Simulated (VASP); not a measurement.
# Si in VASP: further runs

Runs on Si. Level: LDA. Tasks: single point.

Program: VASP 6.6.1. These are calculated values, not measurements. Logs are shortened: lines on timing, memory, paths and dates and some standing lists are left out, and cuts for length are marked.

## 1. The cell of the first run

The cell holds a slab with vacuum, 2 atoms: a = 3.585 Å, b = 3.585 Å, c = 28.000 Å, α = 90.00°, β = 90.00°, γ = 120.00°.

## 2. Single point, LDA

File INCAR:

```
SYSTEM = Si
PREC = Accurate
ENCUT = 520
EDIFF = 1E-7
ISMEAR = 0
SIGMA = 0.1
LREAL = .FALSE.
LASPH = .TRUE.
NELM = 60
ALGO = Normal
ISIF = 2
LWAVE = .FALSE.
LCHARG = .TRUE.
LDIPOL = .TRUE.
IDIPOL = 3
DIPOL = 0.5 0.5 0.500
GGA = CA
LELF = .TRUE.
LVHAR = .TRUE.
LVACPOTAV = .TRUE.
NBANDS = 11
```

File KPOINTS:

```
regular mesh
0
G
  15 15 1
  0 0 0
```

File POSCAR:

```
Si
1.0
    3.5850000000      0.0000000000      0.0000000000
   -1.7925000000      3.1047010726      0.0000000000
    0.0000000000      0.0000000000     28.0000000000
Si
2
Direct
    0.3333333333      0.6666666667      0.5000000000
    0.6666666667      0.3333333333      0.5000000000
```

Potentials or basis: VASP PAW LDA potentials, release 64 (Si).

Command:

```
cat potpaw_LDA.64/Si/POTCAR > POTCAR
mpirun -np 1 vasp_std > vasp.out
```

OUTCAR:

```text
SYSTEM = Si
   PREC = Accurate
   ENCUT = 520
   EDIFF = 1E-7
   ISMEAR = 0
   LREAL = .FALSE.
   LASPH = .TRUE.
   NELM = 60
   ISIF = 2
   GGA = CA

 ion  position               nearest neighbor table
   1  0.333  0.667  0.500-   2 2.07   2 2.07   2 2.07
   2  0.667  0.333  0.500-   1 2.07   1 2.07   1 2.07

  LATTYP: Found a hexagonal cell.
 ALAT       =     3.5850000000
 C/A-ratio  =     7.8103207810

  Lattice vectors:

 A1 = (   3.5850000000,   0.0000000000,   0.0000000000)
 A2 = (  -1.7925000000,   3.1047010726,   0.0000000000)
 A3 = (   0.0000000000,   0.0000000000,  28.0000000000)

Analysis of symmetry for initial positions (statically):
=====================================================================
 Subroutine PRICEL returns:
 Original cell was already a primitive cell.

 Routine SETGRP: Setting up the symmetry group for a
 hexagonal supercell.

 Subroutine GETGRP returns: Found 24 space group operations
 (whereof 24 operations were pure point group operations)
 out of a pool of 24 trial point group operations.

The static configuration has the point symmetry D_6h.

Analysis of symmetry for dynamics (positions and initial velocities):
=====================================================================
 Subroutine PRICEL returns:
 Original cell was already a primitive cell.

 Routine SETGRP: Setting up the symmetry group for a
 hexagonal supercell.

 Subroutine GETGRP returns: Found 24 space group operations
 (whereof 24 operations were pure point group operations)
 out of a pool of 24 trial point group operations.

The dynamic configuration has the point symmetry D_6h.

 Subroutine INISYM returns: Found 24 space group operations
 (whereof 24 operations are pure point group operations),
 and found     1 'primitive' translations

----------------------------------------------------------------------------------------

                                     Primitive cell

  volume of cell :     311.6499

  direct lattice vectors                    reciprocal lattice vectors
     3.585000000  0.000000000  0.000000000     0.278940028  0.161046100  0.000000000
    -1.792500000  3.104701073  0.000000000     0.000000000  0.322092200  0.000000000
     0.000000000  0.000000000 28.000000000     0.000000000  0.000000000  0.035714286

  length of vectors
     3.585000000  3.585000000 28.000000000     0.322092200  0.322092200  0.035714286

  position of ions in fractional coordinates (direct lattice)
     0.333333333  0.666666667  0.500000000
     0.666666667  0.333333333  0.500000000

  ion indices of the primitive-cell ions
   primitive index   ion index
                 1           1
                 2           2

----------------------------------------------------------------------------------------

 KPOINTS: regular mesh

Automatic generation of k-mesh.
 Grid dimensions read from file:
 generate k-points for:   15   15    1

 Generating k-lattice:

  Cartesian coordinates                     Fractional coordinates (reciprocal lattice)
     0.018596002  0.010736407  0.000000000     0.066666667  0.000000000  0.000000000
     0.000000000  0.021472813  0.000000000     0.000000000  0.066666667  0.000000000
     0.000000000  0.000000000  0.035714286     0.000000000  0.000000000  1.000000000

  Length of vectors
     0.021472813  0.021472813  0.035714286

  Shift w.r.t. Gamma in fractional coordinates (k-lattice)
     0.000000000  0.000000000  0.000000000

 Subroutine IBZKPT returns following result:
 ===========================================

 Found     27 irreducible k-points:

 Following reciprocal coordinates:
            Coordinates               Weight
  0.000000  0.000000  0.000000      1.000000
  0.066667  0.000000  0.000000      6.000000
  0.133333  0.000000  0.000000      6.000000
  0.200000  0.000000  0.000000      6.000000
  0.266667  0.000000  0.000000      6.000000
  0.333333  0.000000  0.000000      6.000000
[... 16 lines left out ...]
  0.333333  0.200000  0.000000     12.000000
  0.400000  0.200000  0.000000      6.000000
 [... further k-points ...]
   k-points           NKPTS =     27   k-points in BZ     NKDIM =     27   number of bands    NBANDS=     11
   number of dos      NEDOS =    301   number of ions     NIONS =      2
   total plane-waves  NPLWV = 164640
   dimension x,y,z NGX =    28 NGY =   28 NGZ =  210
   dimension x,y,z NGXF=    56 NGYF=   56 NGZF=  420
   ions per type =               2
   NGX,Y,Z   is equivalent  to a cutoff of  12.98, 12.98, 12.47 a.u.
   NGXF,Y,Z  is equivalent  to a cutoff of  25.97, 25.97, 24.94 a.u.
 SYSTEM =  Si
   PREC   = accura    normal or accurate (medium, high low for compatibility)
   ISTART =      0    job   : 0-new  1-cont  2-samecut
   ICHARG =      2    charge: 1-file 2-atom 10-const
   ISPIN  =      1    spin polarized calculation?
   LNONCOLLINEAR =      F non collinear calculations
   LSORBIT =      F    spin-orbit coupling
   LASPH  =      T    aspherical Exc in radial PAW
   ENCUT  =  520.0 eV  38.22 Ry    6.18 a.u.   6.67  6.67 52.06*2*pi/ulx,y,z
   NELM   =     60;   NELMIN=  2; NELMDL= -5     # of ELM steps
   EDIFF  = 0.1E-06   stopping-criterion for ELM
   LREAL  =      F    real-space projection
   EDIFFG = 0.1E-05   stopping-criterion for IOM
   NSW    =      0    number of steps for IOM
   IBRION =     -1    ionic relax: 0-MD 1-quasi-New 2-CG
   NFREE  =      0    steps in history (QN), initial steepest desc. (CG)
   ISIF   =      2    stress and relaxation
   ISYM   =      2    0-nonsym 1-usesym 2-fastsym
   POTIM  = 0.5000    time-step for ionic-motion
   TEBEG  =    0.0;   TEEND  =   0.0 temperature during run
   PSTRESS=    0.0 pullay stress
   NELECT =       8.0000    total number of electrons
   NUPDOWN=      -1.0000    fix difference up-down
   EMIN   =  10.00;   EMAX   =-10.00  energy-range for DOS
   EFERMI =   0.00;   METHOD = LEGACY
   ISMEAR =     0;   SIGMA  =   0.10  broadening in eV -4-tet -1-fermi 0-gaus
   EFERMI_NEDOS =   21; number of points for ismear=-14 and -15
   IALGO  =     38    algorithm
   IMIX   =      4    mixing-type and parameters
     AMIX     =   0.40;   BMIX     =  1.00
     AMIX_MAG =   1.60;   BMIX_MAG =  1.00
  volume/ion in A,a.u.               =     155.82      1051.56
  Fermi-wavevector in a.u.,A,eV,Ry     =   0.482928  0.912602  3.173145  0.233220
  Thomas-Fermi vector in A             =   1.481819
   LORBIT       =      0    0 simple, 1 ext, 2 COOP (PROOUT), +10 PAW based schemes
   GGA     = CA    functional components
   LHFCALC =     F    Hartree Fock is set to
   AEXX    =    0.0000 exact exchange contribution
   IVDW    =     0    specifies the selected vdW correction
   LEPSILON=     F    determine dielectric tensor
   LRPA    =     F    only Hartree local field effects (RPA)
 non-spin polarized calculation
 Gauss-broadening in eV      SIGMA  =   0.10
  energy-cutoff  :      520.00
  volume of cell :      311.65
 maximum number of plane-waves:      8465
 NGX is ok and might be reduce to    28
   NGX = 13   NGY = 13   NGZ =105

 dipolmoment           0.000000      0.000000      0.000000 electrons x Angstroem

 number of electron       8.0000000 magnetization

 dipolmoment           0.000000      0.000000     -0.000000 electrons x Angstroem

 Free energy of the ion-electron system (eV)
  ---------------------------------------------------
  ext. energy  EPLUGINS =         0.00000000
  ---------------------------------------------------
  free energy    TOTEN  =        -9.72030412 eV

  energy without entropy =       -9.71930112  energy(sigma->0) =       -9.71980262

 E-fermi :  -3.2990     XC(G=0):  -1.6252

 val. band max:       -3.2989724725   @ k =   0.3333   0.3333   0.0000
 cond. band min:      -3.2989724692   @ k =   0.3333   0.3333   0.0000
 fundamental gap:      0.0000000033
 Fermi energy:        -3.2989724712

 k-point     1 :       0.0000    0.0000    0.0000
  band No.  band energies     occupation
      1     -15.6852      2.00000
      2      -7.1182      2.00000
      3      -4.7739      2.00000
      4      -4.7739      2.00000
      5      -0.5498      0.00000
      6      -0.3882      0.00000
      7      -0.3882      0.00000
      8       0.6430      0.00000
      9       1.0616      0.00000
     10       1.3717      0.00000
     11       1.7881      0.00000

 k-point     2 :       0.0667    0.0000    0.0000
  band No.  band energies     occupation
      1     -15.6233      2.00000
      2      -7.0581      2.00000
      3      -5.1595      2.00000
      4      -4.8931      2.00000
      5      -0.5034      0.00000
      6      -0.4501      0.00000
      7      -0.1513      0.00000
      8       0.9661      0.00000
      9       1.1293      0.00000
     10       1.4410      0.00000
     11       1.8568      0.00000

 k-point     3 :       0.1333    0.0000    0.0000
  band No.  band energies     occupation
      1     -15.4384      2.00000
      2      -6.8784      2.00000
      3      -6.0728      2.00000
      4      -5.1850      2.00000
      5      -0.7858      0.00000
      6      -0.2775      0.00000
      7       0.4931      0.00000
      8       1.3314      0.00000
      9       1.6489      0.00000
     10       1.8356      0.00000
     11       2.1710      0.00000
[... 267 lines left out ...]
 k-point    23 :       0.3333    0.2000    0.0000
  band No.  band energies     occupation
      1     -12.8864      2.00000
      2     -10.8314      2.00000
      3      -8.0781      2.00000
      4      -4.4017      2.00000
      5      -2.3246      0.00000
      6       0.3532      0.00000
      7       1.3518      0.00000
      8       2.5928      0.00000
      9       3.4216      0.00000
     10       4.4647      0.00000
     11       4.7590      0.00000

 k-point    24 :       0.4000    0.2000    0.0000
  band No.  band energies     occupation
      1     -12.5034      2.00000
      2     -11.2821      2.00000
      3      -8.1654      2.00000
      4      -4.0438      2.00000
      5      -2.7500      0.00000
      6       0.3221      0.00000
      7       1.2444      0.00000
      8       3.1328      0.00000
      9       3.5840      0.00000
     10       5.2823      0.00000
     11       5.3315      0.00000

 [... further k-points ...]

------------------------ aborting loop because EDIFF is reached ----------------------------------------

 vacuum level on the upper side and lower side of the slab       (xc-potential included)        -0.110        -0.110

  FORCE on cell =-STRESS in cart. coord.  units (eV):
  Direction    XX          YY          ZZ          XY          YZ          ZX
  --------------------------------------------------------------------------------------
  -------------------------------------------------------------------------------------
  Total        9.4877203      9.4877203     -0.0043041      0.0000000      0.0000000     -0.0000000
  in kB       48.7759202     48.7759203     -0.0221270      0.0000000      0.0000000     -0.0000000
  external PRESSURE =      32.5099045 kB  Pullay stress =       0.0000000 kB

 VOLUME and BASIS-vectors are now :
 -----------------------------------------------------------------------------
  energy-cutoff  :      520.00
  volume of cell :      311.65
      direct lattice vectors                 reciprocal lattice vectors
     3.585000000  0.000000000  0.000000000     0.278940028  0.161046100  0.000000000
    -1.792500000  3.104701073  0.000000000     0.000000000  0.322092200  0.000000000
     0.000000000  0.000000000 28.000000000     0.000000000  0.000000000  0.035714286

 POSITION                                       TOTAL-FORCE (eV/Angst)
 -----------------------------------------------------------------------------------
     -0.00000      2.06980     14.00000         0.000000      0.000000      0.000000
      1.79250      1.03490     14.00000        -0.000000     -0.000000     -0.000000
 -----------------------------------------------------------------------------------
    total drift:                               -0.000000     -0.000000     -0.000000

  FREE ENERGIE OF THE ION-ELECTRON SYSTEM (eV)
  ---------------------------------------------------
  free  energy   TOTEN  =        -9.7203041231 eV

  energy  without entropy=       -9.7193011194  energy(sigma->0) =       -9.71980262

 vacuum level on the upper side and lower side of the slab         1.347         1.347
```

Wall time 1.7 min (1 thread of Intel Xeon Platinum 8559C (Emerald Rapids), shared host); peak memory 0.34 GiB.

Results:

```yaml
Free_energy: -9.7203 eV
Band_gap_on_the_k_mesh: zero (filled and empty bands touch)
Work_function_of_the_upper_face: 4.65 eV
Work_function_of_the_lower_face: 4.65 eV
```

## 3. Single point, LDA

This run uses another cell than the first one, of 161.17 Å³/atom, 1.034 times its volume.

File INCAR:

```
PREC = Accurate ; ENCUT = 520
EDIFF = 1E-7 ; ISMEAR = 0
SIGMA = 0.1 ; LREAL = F
LASPH = T ; NELM = 100
ALGO = Normal ; ISIF = 2
LWAVE = F ; LCHARG = F
LDIPOL = T ; IDIPOL = 3
DIPOL = 0.5 0.5 0.500 ; NBANDS = 11
```

File KPOINTS:

```
Automatic mesh
0
Gamma
  15 15 1
```

File POSCAR:

```
Si
1.0
    3.6460000000      0.0000000000      0.0000000000
   -1.8230000000      3.1575286222      0.0000000000
    0.0000000000      0.0000000000     28.0000000000
Si
2
Direct
    0.3333333333      0.6666666667      0.5000000000
    0.6666666667      0.3333333333      0.5000000000
```

Potentials or basis: VASP PAW LDA potentials, release 64 (Si).

Command:

```
cat potpaw_LDA.64/Si/POTCAR > POTCAR
mpirun -np 1 vasp_std > vasp.out
```

It took 79 s on 1 thread of Intel Xeon Platinum 8559C (Emerald Rapids), shared host; peak memory 0.34 GiB.

It converged, with:

```
Free energy            : -9.9977 eV
Band gap on the k mesh : zero (filled and empty bands touch)
```

Levels at points of the mesh, in eV from the Fermi level:
| k point | band 1 | band 2 | band 3 | band 4 | band 5 | band 6 | band 7 | band 8 | band 9 |
| --- | --- | --- | --- | --- | --- | --- | --- | --- | --- |
| (0.00, 0.00, 0.00) | -12.17 | -3.67 | -1.56 | -1.56 | 2.82 | 2.83 | 2.83 | 3.36 | 4.39 |

## 4. Single point, LDA

This run uses another cell than the first one, of 189.55 Å³/atom, 1.216 times its volume.

File INCAR:

```
ALGO = Normal
DIPOL = 0.5 0.5 0.500
EDIFF = 1E-7
ENCUT = 520
IDIPOL = 3
ISIF = 2
ISMEAR = 0
LASPH = T
LCHARG = F
LDIPOL = T
LREAL = F
LWAVE = F
NBANDS = 11
NELM = 60
PREC = Accurate
SIGMA = 0.1
```

File KPOINTS:

```
k-points
0
Gamma
  15 15 1
```

File POSCAR:

```
Si
1.0
    3.9540000000      0.0000000000      0.0000000000
   -1.9770000000      3.4242644466      0.0000000000
    0.0000000000      0.0000000000     28.0000000000
Si
2
Direct
    0.3333333333      0.6666666667      0.5000000000
    0.6666666667      0.3333333333      0.5000000000
```

Command:

```
cat potpaw_LDA.64/Si/POTCAR > POTCAR
mpirun -np 1 vasp_std > vasp.out
```

Wall time 2.9 min (1 thread of Intel Xeon 6975P-C, shared host); peak memory 0.38 GiB.

It converged, with:

- Free energy: -10.3221 eV
- Band gap on the k mesh: zero (filled and empty bands touch)

Levels at points of the mesh, in eV from the Fermi level:
```tsv
k point	band 1	band 2	band 3	band 4	band 5	band 6	band 7	band 8
(0.00, 0.00, 0.00)	-11.20	-2.99	-1.83	-1.83	0.83	2.46	2.46	3.12
```

## 5. Single point, LDA

This run uses another cell than the first one, of 195.45 Å³/atom, 1.254 times its volume.

File INCAR:

```
ALGO     = Normal         # electronic algorithm
DIPOL    = 0.5 0.5 0.500
EDIFF    = 1E-7           # SCF threshold, eV
ENCUT    = 520            # plane-wave cutoff, eV
IDIPOL   = 3            
ISIF     = 2              # what is computed and relaxed
ISMEAR   = 0              # smearing method
LASPH    = T              # aspherical terms in the spheres
LCHARG   = F              # write CHGCAR
LDIPOL   = T            
LREAL    = F              # projectors in reciprocal space
LWAVE    = F              # write WAVECAR
NBANDS   = 11             # bands
NELM     = 80             # most SCF steps
PREC     = Accurate       # precision mode
SIGMA    = 0.1            # smearing width, eV
```

KPOINTS is that of step 4.

File POSCAR:

```
Si
1.0
    4.0150000000      0.0000000000      0.0000000000
   -2.0075000000      3.4770919962      0.0000000000
    0.0000000000      0.0000000000     28.0000000000
Si
2
Direct
    0.3333333333      0.6666666667      0.5000000000
    0.6666666667      0.3333333333      0.5000000000
```

Command:

```
cat potpaw_LDA.64/Si/POTCAR > POTCAR
mpirun -np 1 vasp_std > vasp.out
```

Run time: 3.1 min. Hardware: 1 thread of Intel Xeon 6975P-C, shared host; peak memory 0.38 GiB.

It converged, with:

| Quantity | Value |
| --- | --- |
| Free energy | -10.2348 eV |
| Band gap on the k mesh | zero (filled and empty bands touch) |

Levels at points of the mesh, in eV from the Fermi level:
| k point | band 1 | band 2 | band 3 | band 4 | band 5 | band 6 | band 7 | band 8 | band 9 |
| --- | --- | --- | --- | --- | --- | --- | --- | --- | --- |
| (0.00, 0.00, 0.00) | -11.03 | -2.87 | -1.86 | -1.86 | 0.40 | 2.39 | 2.39 | 3.17 | 4.55 |

## 6. Overview

| cell | gap on the mesh (eV) |
| --- | --- |
| a = 3.585, b = 3.585, c = 28.000 Å, angles 90.0, 90.0, 120.0°, 2 atoms | none |
| a = 3.646, b = 3.646, c = 28.000 Å, angles 90.0, 90.0, 120.0°, 2 atoms | none |
| a = 3.954, b = 3.954, c = 28.000 Å, angles 90.0, 90.0, 120.0°, 2 atoms | none |
| a = 4.015, b = 4.015, c = 28.000 Å, angles 90.0, 90.0, 120.0°, 2 atoms | none |

Alike in all rows: task single point; level LDA; potentials or basis VASP PAW LDA potentials, release 64 (Si); no spin polarisation; k mesh 15 × 15 × 1; cutoff (eV) 520; smearing gaussian 0.1 eV.

Total energies depend on the potentials used, so only differences within one code and one set of settings carry meaning.
